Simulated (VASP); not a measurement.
# HfN (P6_3/mmc) in VASP: further runs, part 2 of 2

VASP 6.6.1. Earlier steps stand in the parts before.

**5. Single point, r2SCAN (biaxial strain in the a-b plane: -4.0 %, then relaxed in part)**

Contents of POSCAR:

```
HfN
1.0
    3.0185290401      0.0000000000      0.0000000000
   -1.5092645201      2.6141228308      0.0000000000
    0.0000000000      0.0000000000      5.5366030939
Hf N
2 2
Direct
    0.6666666667      0.3333333333      0.7500000000
    0.3333333333      0.6666666667      0.2500000000
    0.0000000000      0.0000000000      0.0000000000
    0.0000000000      0.0000000000      0.5000000000
```

Contents of INCAR.step1:

```
SYSTEM = HfN
ALGO = Normal
EDIFF = 1E-4
ENCUT = 520
GGA = PE
ISMEAR = 0
LASPH = .TRUE.
LCHARG = .FALSE.
LREAL = .FALSE.
LWAVE = .TRUE.
NBANDS = 23
NELM = 80
PREC = Accurate
SIGMA = 0.1
```

Contents of INCAR.step2:

```
SYSTEM = HfN
ALGO = Normal
EDIFF = 1E-6
ENCUT = 520
ISIF = 2
ISMEAR = 0
ISTART = 1
LASPH = .TRUE.
LCHARG = .FALSE.
LMIXTAU = .TRUE.
LREAL = .FALSE.
LWAVE = .FALSE.
METAGGA = R2SCAN
NBANDS = 23
NELM = 80
PREC = Accurate
SIGMA = 0.1
```

Contents of KPOINTS:

```
k-points
0
G
  18 18 10
  0 0 0
```

Potentials or basis: VASP PAW PBE potentials, release 64 (Hf_pv, N).

The run is started by

```bash
> cat potpaw_PBE.64/Hf_pv/POTCAR potpaw_PBE.64/N/POTCAR > POTCAR
> cp INCAR.step1 INCAR
> mpirun -np 1 vasp_std > vasp.out
> cp INCAR.step2 INCAR
> mpirun -np 1 vasp_std > vasp.out
```

OUTCAR:

```text
SYSTEM = HfN
   EDIFF = 1E-6
   ENCUT = 520
   ISIF = 2
   ISMEAR = 0
   ISTART = 1
   LASPH = .TRUE.
   LREAL = .FALSE.
   METAGGA = R2SCAN
   NELM = 80
   PREC = Accurate

 ion  position               nearest neighbor table
   1  0.667  0.333  0.750-   3 2.23   4 2.23   3 2.23   4 2.23   3 2.23   4 2.23   2 3.27   2 3.27
                             2 3.27   2 3.27   2 3.27   2 3.27
   2  0.333  0.667  0.250-   3 2.23   4 2.23   3 2.23   4 2.23   3 2.23   4 2.23   1 3.27   1 3.27
                             1 3.27   1 3.27   1 3.27   1 3.27
   3  0.000  0.000  0.000-   1 2.23   2 2.23   1 2.23   2 2.23   1 2.23   2 2.23
   4  0.000  0.000  0.500-   1 2.23   2 2.23   1 2.23   2 2.23   1 2.23   2 2.23

  LATTYP: Found a hexagonal cell.
 ALAT       =     3.0185290401
 C/A-ratio  =     1.8342056745

  Lattice vectors:

 A1 = (   3.0185290401,   0.0000000000,   0.0000000000)
 A2 = (  -1.5092645201,   2.6141228308,   0.0000000000)
 A3 = (   0.0000000000,   0.0000000000,   5.5366030939)

Analysis of symmetry for initial positions (statically):
=====================================================================
 Subroutine PRICEL returns:
 Original cell was already a primitive cell.

 Routine SETGRP: Setting up the symmetry group for a
 hexagonal supercell.

 Subroutine GETGRP returns: Found 24 space group operations
 (whereof 12 operations were pure point group operations)
 out of a pool of 24 trial point group operations.

The static configuration has the point symmetry D_3d.
 The point group associated with its full space group is D_6h.

Analysis of symmetry for dynamics (positions and initial velocities):
=====================================================================
 Subroutine PRICEL returns:
 Original cell was already a primitive cell.

[... 128 lines left out ...]
   EFERMI_NEDOS =   21; number of points for ismear=-14 and -15
   IALGO  =     38    algorithm
   IMIX   =      4    mixing-type and parameters
     AMIX     =   0.40;   BMIX     =  1.00
     AMIX_MAG =   1.60;   BMIX_MAG =  1.00
  volume/ion in A,a.u.               =      10.92        73.71
  Fermi-wavevector in a.u.,A,eV,Ry     =   1.444310  2.729350 28.382169  2.086031
  Thomas-Fermi vector in A             =   2.562619
   LORBIT       =      0    0 simple, 1 ext, 2 COOP (PROOUT), +10 PAW based schemes
   METAGGA = R2SCAN    functional components
   LHFCALC =     F    Hartree Fock is set to
   AEXX    =    0.0000 exact exchange contribution
   IVDW    =     0    specifies the selected vdW correction
   LEPSILON=     F    determine dielectric tensor
   LRPA    =     F    only Hartree local field effects (RPA)
 non-spin polarized calculation
 Gauss-broadening in eV      SIGMA  =   0.10
  energy-cutoff  :      520.00
  volume of cell :       43.69
 maximum number of plane-waves:      1200
 NGX is ok and might be reduce to    24
   NGX = 11   NGY = 11   NGZ = 21

 number of electron      29.9999994 magnetization

 Free energy of the ion-electron system (eV)
  ---------------------------------------------------
  ext. energy  EPLUGINS =         0.00000000
  ---------------------------------------------------
  free energy    TOTEN  =      -116.13026742 eV

  energy without entropy =     -116.12559191  energy(sigma->0) =     -116.12792966

 E-fermi :   8.3086     XC(G=0): -13.9187

 val. band max:        8.3057414921   @ k =   0.1667   0.0000   0.4000
 cond. band min:       8.3443867594   @ k =   0.3889   0.2222   0.4000
 fundamental gap:      0.0386452673
 Fermi energy:         8.3085796581

 k-point     1 :       0.0000    0.0000    0.0000
  band No.  band energies     occupation
      1     -24.4956      2.00000
      2     -23.5510      2.00000
      3     -23.3180      2.00000
      4     -23.3180      2.00000
      5     -23.2745      2.00000
      6     -23.2745      2.00000
[... 613 lines left out ...]
     22      15.7479      0.00000
     23      16.7569      0.00000

 [... further k-points ...]

------------------------ aborting loop because EDIFF is reached ----------------------------------------

  FORCE on cell =-STRESS in cart. coord.  units (eV):
  Direction    XX          YY          ZZ          XY          YZ          ZX
  --------------------------------------------------------------------------------------
  -------------------------------------------------------------------------------------
  Total        7.1470063      7.1470063     -0.7761454     -0.0000000      0.0000000      0.0000000
  in kB      262.1018017    262.1018017    -28.4635420     -0.0000000      0.0000000      0.0000000
  external PRESSURE =     165.2466871 kB  Pullay stress =       0.0000000 kB

 VOLUME and BASIS-vectors are now :
 -----------------------------------------------------------------------------
  energy-cutoff  :      520.00
  volume of cell :       43.69
      direct lattice vectors                 reciprocal lattice vectors
     3.018529040  0.000000000  0.000000000     0.331287189  0.191268748  0.000000000
    -1.509264520  2.614122831  0.000000000     0.000000000  0.382537495  0.000000000
     0.000000000  0.000000000  5.536603094     0.000000000  0.000000000  0.180616162

 POSITION                                       TOTAL-FORCE (eV/Angst)
 -----------------------------------------------------------------------------------
      1.50926      0.87137      4.15245         0.000000      0.000000      0.000000
     -0.00000      1.74275      1.38415         0.000000     -0.000000     -0.000000
      0.00000      0.00000      0.00000        -0.000000     -0.000000      0.000000
      0.00000      0.00000      2.76830        -0.000000     -0.000000      0.000000
 -----------------------------------------------------------------------------------
    total drift:                               -0.000000      0.000000     -0.000000

  FREE ENERGIE OF THE ION-ELECTRON SYSTEM (eV)
  ---------------------------------------------------
  free  energy   TOTEN  =      -116.1302674160 eV

  energy  without entropy=     -116.1255919138  energy(sigma->0) =     -116.12792966
```

OUTCAR.step1:

```text
SYSTEM = HfN
   EDIFF = 1E-4
   ENCUT = 520
   GGA = PE
   ISMEAR = 0
   LASPH = .TRUE.
   LREAL = .FALSE.
   NELM = 80
[... 856 lines left out ...]
     -0.00000      1.74275      1.38415         0.000000     -0.000000      0.000000
      0.00000      0.00000      0.00000         0.000000      0.000000      0.000000
      0.00000      0.00000      2.76830         0.000000      0.000000      0.000000
 -----------------------------------------------------------------------------------
    total drift:                               -0.000000      0.000000     -0.000000

  FREE ENERGIE OF THE ION-ELECTRON SYSTEM (eV)
  ---------------------------------------------------
  free  energy   TOTEN  =       -43.0746309447 eV

  energy  without entropy=      -43.0693931265  energy(sigma->0) =      -43.07201204
```

Run time: 18 min. Hardware: 1 thread of Oxide Virtual Turin-like, shared host; peak memory 0.29 GiB.

What came out:

```yaml
Free_energy: -116.1303 eV
Pressure: 16.5 GPa
Band_gap_on_the_k_mesh: zero (band 15 reaches 10.08 eV, above the bottom of band 16 at 7.83 eV)
```

Stress tensor (GPa, compression positive):
```
26.21  0.00  0.00
 0.00 26.21  0.00
 0.00  0.00 -2.85
```

Levels at points of the mesh, in eV from the Fermi level:
```csv
k point,band 13,band 14,band 15,band 16,band 17,band 18
"(0.00, 0.00, 0.00)",-3.65,-2.36,-1.16,0.99,0.99,2.23
"(0.50, 0.00, 0.00)",-3.26,-3.13,-2.90,2.25,3.27,4.98
"(0.00, 0.00, 0.50)",-4.38,-4.38,1.77,1.77,3.11,3.11
"(0.50, 0.00, 0.50)",-4.62,-4.62,-0.24,-0.24,5.79,5.79
```

Caveat: the cell differs from its parent crystal (biaxial strain in the a-b plane: -4.0 %, then relaxed in part); the PAW data sets were made with another functional, which shifts forces and pressure a little; spin-orbit coupling is left out, which moves the levels of the heavy elements.

**6. Single point, r2SCAN (biaxial strain in the a-b plane: -4.0 %)**

Edit POSCAR of step 5 so:

```diff
@@ -4,3 +4,3 @@
    -1.5092645201      2.6141228308      0.0000000000
-    0.0000000000      0.0000000000      5.5366030939
+    0.0000000000      0.0000000000      5.5554508450
 Hf N
```

Contents of INCAR.step1:

```
PREC     = Accurate       # precision mode
ENCUT    = 520            # plane-wave cutoff, eV
ISMEAR   = 0              # smearing method
SIGMA    = 0.1            # smearing width, eV
LREAL    = F              # projectors in reciprocal space
LASPH    = T              # aspherical terms in the spheres
NELM     = 80             # most SCF steps
NBANDS   = 23             # bands
GGA      = PE             # functional
ALGO     = Normal         # electronic algorithm
EDIFF    = 1E-4           # SCF threshold, eV
LWAVE    = T              # write WAVECAR
LCHARG   = F              # write CHGCAR
```

Contents of INCAR.step2:

```
PREC     = Accurate       # precision mode
ENCUT    = 520            # plane-wave cutoff, eV
EDIFF    = 1E-6           # SCF threshold, eV
ISMEAR   = 0              # smearing method
SIGMA    = 0.1            # smearing width, eV
LREAL    = F              # projectors in reciprocal space
LASPH    = T              # aspherical terms in the spheres
NELM     = 80             # most SCF steps
ALGO     = Normal         # electronic algorithm
ISIF     = 2              # what is computed and relaxed
LWAVE    = F              # write WAVECAR
LCHARG   = F              # write CHGCAR
METAGGA  = R2SCAN         # meta-GGA
LMIXTAU  = T            
NBANDS   = 23             # bands
ISTART   = 1
```

Contents of KPOINTS:

```
regular mesh
0
Gamma
  18 18 10
```

Potentials or basis: VASP PAW PBE potentials, release 64 (Hf_pv, N).

The run is started by

```bash
> cat potpaw_PBE.64/Hf_pv/POTCAR potpaw_PBE.64/N/POTCAR > POTCAR
> cp INCAR.step1 INCAR
> mpirun -np 1 vasp_std > vasp.out
> cp INCAR.step2 INCAR
> mpirun -np 1 vasp_std > vasp.out
```

Wall time 18 min (1 thread of Oxide Virtual Turin-like, shared host); peak memory 0.29 GiB.

Results (log left out):

- Free energy: -116.1268 eV
- Pressure: 15.4 GPa
- Band gap on the k mesh: zero (band 15 reaches 10.01 eV, above the bottom of band 16 at 7.77 eV)

Stress tensor (GPa, compression positive):
```
25.52  0.00  0.00
 0.00 25.52  0.00
 0.00  0.00 -4.97
```

Levels at points of the mesh, in eV from the Fermi level:
```
           k point  band 12  band 13  band 14  band 15  band 16  band 17  band 18  band 19
(0.00, 0.00, 0.00)    -3.61    -3.61    -2.37    -1.19     1.00     1.00     2.25     2.28
(0.50, 0.00, 0.00)    -5.64    -3.24    -3.14    -2.88     2.22     3.26     4.96     5.83
(0.00, 0.00, 0.50)    -4.33    -4.33    -4.33     1.74     1.74     3.10     3.10     3.10
(0.50, 0.00, 0.50)    -6.09    -4.58    -4.58    -0.24    -0.24     5.79     5.79     5.86
```

Caveat: the cell differs from its parent crystal (biaxial strain in the a-b plane: -4.0 %); the PAW data sets were made with another functional, which shifts forces and pressure a little; spin-orbit coupling is left out, which moves the levels of the heavy elements.

**7. Single point, r2SCAN (biaxial strain in the a-b plane: -2.0 %, then relaxed in part)**

Contents of POSCAR:

```
HfN
1.0
    3.0814150618      0.0000000000      0.0000000000
   -1.5407075309      2.6685837231      0.0000000000
    0.0000000000      0.0000000000      5.4776563044
Hf N
2 2
Direct
    0.6666666667      0.3333333333      0.7500000000
    0.3333333333      0.6666666667      0.2500000000
    0.0000000000      0.0000000000      0.0000000000
    0.0000000000      0.0000000000      0.5000000000
```

Contents of INCAR.step1:

```
SYSTEM = HfN
  ALGO = Normal
  EDIFF = 1E-4
  ENCUT = 520
  GGA = PE
  ISMEAR = 0
  LASPH = .TRUE.
  LCHARG = .FALSE.
  LREAL = .FALSE.
  LWAVE = .TRUE.
  NBANDS = 23
  NELM = 100
  PREC = Accurate
  SIGMA = 0.1
```

Contents of INCAR.step2:

```
SYSTEM = HfN
  ALGO = Normal
  EDIFF = 1E-6
  ENCUT = 520
  ISIF = 2
  ISMEAR = 0
  ISTART = 1
  LASPH = .TRUE.
  LCHARG = .FALSE.
  LMIXTAU = .TRUE.
  LREAL = .FALSE.
  LWAVE = .FALSE.
  METAGGA = R2SCAN
  NBANDS = 23
  NELM = 100
  PREC = Accurate
  SIGMA = 0.1
```

Contents of KPOINTS:

```
k-points
0
G
  18 18 10
  0 0 0
```

The run is started by

```bash
> cat potpaw_PBE.64/Hf_pv/POTCAR potpaw_PBE.64/N/POTCAR > POTCAR
> cp INCAR.step1 INCAR
> mpirun -np 1 vasp_std > vasp.out
> cp INCAR.step2 INCAR
> mpirun -np 1 vasp_std > vasp.out
```

Run time: 20 min. Hardware: 1 thread of Oxide Virtual Turin-like, shared host; peak memory 0.28 GiB.

The run converged. Its results:

```yaml
Free_energy: -116.3500 eV
Pressure: 6.4 GPa
Band_gap_on_the_k_mesh: zero (band 15 reaches 10.00 eV, above the bottom of band 16 at 7.65 eV)
```

Stress tensor (GPa, compression positive):
```
10.94  0.00  0.00
 0.00 10.94  0.00
 0.00  0.00 -2.67
```

Levels at points of the mesh, in eV from the Fermi level:
```
           k point  band 11  band 12  band 13  band 14  band 15  band 16  band 17  band 18  band 19  band 20
(0.00, 0.00, 0.00)    -4.90    -3.79    -3.79    -2.18    -0.78     0.93     0.93     1.65     2.18     2.38
(0.50, 0.00, 0.00)    -6.11    -5.75    -3.44    -2.92    -2.88     2.37     3.09     4.87     5.16     5.82
(0.00, 0.00, 0.50)    -4.54    -4.54    -4.54    -4.54     1.89     1.89     3.08     3.08     3.08     3.08
(0.50, 0.00, 0.50)    -5.91    -5.91    -4.72    -4.72    -0.29    -0.29     5.33     5.33     5.38     5.38
```

Caveat: the cell differs from its parent crystal (biaxial strain in the a-b plane: -2.0 %, then relaxed in part); the PAW data sets were made with another functional, which shifts forces and pressure a little; spin-orbit coupling is left out, which moves the levels of the heavy elements.

**8. The runs side by side**

```csv
task,cell,k mesh,cutoff (eV),gap on the mesh (eV),pressure (GPa)
single point,"a = 3.270, b = 3.270, c = 5.295 Å, angles 90.0, 90.0, 120.0°, 4 atoms",18 × 18 × 10,520,none,-15.6
single point,"a = 3.270, b = 3.270, c = 5.351 Å, angles 90.0, 90.0, 120.0°, 4 atoms",18 × 18 × 10,520,none,-17.9
relaxation of cell and atoms,"relaxed to 10 GPa from a = 3.109, b = 3.109, c = 5.364 Å, angles 90.0, 90.0, 120.0°, 4 atoms",18 × 18 × 8,600,none,10.0
single point,"a = 3.019, b = 3.019, c = 5.537 Å, angles 90.0, 90.0, 120.0°, 4 atoms",18 × 18 × 10,520,none,16.5
single point,"a = 3.019, b = 3.019, c = 5.555 Å, angles 90.0, 90.0, 120.0°, 4 atoms",18 × 18 × 10,520,none,15.4
single point,"a = 3.081, b = 3.081, c = 5.478 Å, angles 90.0, 90.0, 120.0°, 4 atoms",18 × 18 × 10,520,none,6.4
```

Alike in all rows: level r2SCAN; potentials or basis VASP PAW PBE potentials, release 64 (Hf_pv, N); no spin polarisation; smearing gaussian 0.1 eV.

Caveats: the PAW data sets were made with another functional, which shifts forces and pressure a little; spin-orbit coupling is left out, which moves the levels of the heavy elements; the cell is relaxed towards a set pressure, so the enthalpy falls and the energy may rise (some runs).

Total energies depend on the potentials used, so only differences within one code and one set of settings carry meaning.
